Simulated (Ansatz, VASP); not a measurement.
# MgO in VASP and in Ansatz

The input INCAR:

```
SYSTEM = MgO
ALGO = Normal ; EDIFF = 1E-6
ENCUT = 520 ; GGA = PE
ISIF = 2 ; ISMEAR = 0
LASPH = .TRUE. ; LCHARG = .FALSE.
LREAL = .FALSE. ; LWAVE = .FALSE.
NBANDS = 16 ; NELM = 80
PREC = Accurate ; SIGMA = 0.05
```

Contents of KPOINTS:

```
k-points
0
G
  9 9 6
  0 0 0
```

The input POSCAR:

```
MgO
1.0
    3.4509000000      0.0000000000      0.0000000000
   -1.7254500000      2.9885670659      0.0000000000
    0.0000000000      0.0000000000      4.0698000000
Mg O
2 2
Direct
    0.6666666667      0.3333333333      0.7500000000
    0.3333333333      0.6666666667      0.2500000000
    0.6666666667      0.3333333333      0.2500000000
    0.3333333333      0.6666666667      0.7500000000
```

Input for Ansatz:

```yaml
crystal:
  lattice:
    - [3.4509, 0.0, 0.0]
    - [-1.72545, 2.9885670659, 0.0]
    - [0.0, 0.0, 4.0698]
  atoms:
    - { symbol: Mg, position: [0.6666666667, 0.3333333333, 0.75] }
    - { symbol: Mg, position: [0.3333333333, 0.6666666667, 0.25] }
    - { symbol: O, position: [0.6666666667, 0.3333333333, 0.25] }
    - { symbol: O, position: [0.3333333333, 0.6666666667, 0.75] }
basis:
  ecutwfc: 520.0
kpoints:
  mp_grid: { grid: [9, 9, 6] }
hamiltonian:
  xc: pbe
  pseudopotentials: { kind: paw, azcp: { folder: soft_1 } }
scf:
  occupations: { method: gaussian, width: 0.05 }
output:
  forces: true
  stress: true
  eigenvalues: true
```

Alike in both runs: task single point; functional PBE; k mesh 9 × 9 × 6; occupations gaussian, width 0.05 eV; no spin polarisation.

|  | VASP | Ansatz |
| --- | --- | --- |
| version | VASP 6.6.1 | Ansatz 0.2.0 |
| potentials or method | VASP PAW PBE potentials, release 64 (Mg, O), cutoff 520 eV | scalar-relativistic, plane waves, PAW |
| valence electrons in the cell | 16 | 32 |

VASP gave:

```
gap on the k mesh at the Fermi level (eV)                     : 3.69
least direct gap on the mesh (eV)                             : 3.69
pressure (GPa)                                                : 11.6
traceless stress, the component that is largest in VASP (GPa) : 3.71
```

Problem. What did Ansatz give for the same quantities?

Solution. gap on the k mesh at the Fermi level (eV): 3.71; least direct gap on the mesh (eV): 3.71; pressure (GPa): 12.1; traceless stress, the component that is largest in VASP (GPa): 3.82.

VASP's potentials hold 16 valence electrons a cell and Ansatz's 32, so a difference there can come from the potentials and not from the codes.
